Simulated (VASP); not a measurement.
Runs of VASP 6.6.1 on GaSi. The structure is that of space group P4/mmm (No. 123), or close to it. The cells are those of the table. The cell was generated, and may not be a known phase.

```csv
task,cell,k mesh,cutoff (eV),gap on the mesh (eV),pressure (GPa)
single point,"a = 3.359, b = 3.359, c = 3.655 Å, 2 atoms",6 × 6 × 6,520,none,(a)
single point,"a = 2.611, b = 2.611, c = 5.220 Å, 2 atoms",6 × 6 × 6,520,none,0.0
relaxation of cell and atoms,"relaxed from a = 3.359, b = 3.359, c = 3.655 Å, 2 atoms",6 × 6 × 6,600,none,0.0
single point,"a = 2.606, b = 2.606, c = 5.238 Å, 2 atoms",22 × 22 × 12,520,none,0.1
```

Alike in all rows: level PBE; potentials or basis VASP PAW PBE potentials, release 64 (Ga_d, Si); no spin polarisation; smearing gaussian 0.1 eV.

Question: Estimate the missing entries.

Answer: (a) 55.5.

Caveats: some runs use coarse meshes; the stress differs along the axes, from -2 to 170 GPa (at least some runs); a cell axis changed by over 15 % at a fixed basis, so the end point is rough (at least some runs).

A k mesh can miss the band edges, and the runs leave out spin-orbit coupling on Ga.

A gap of «none» marks levels without a gap at the run's occupations.
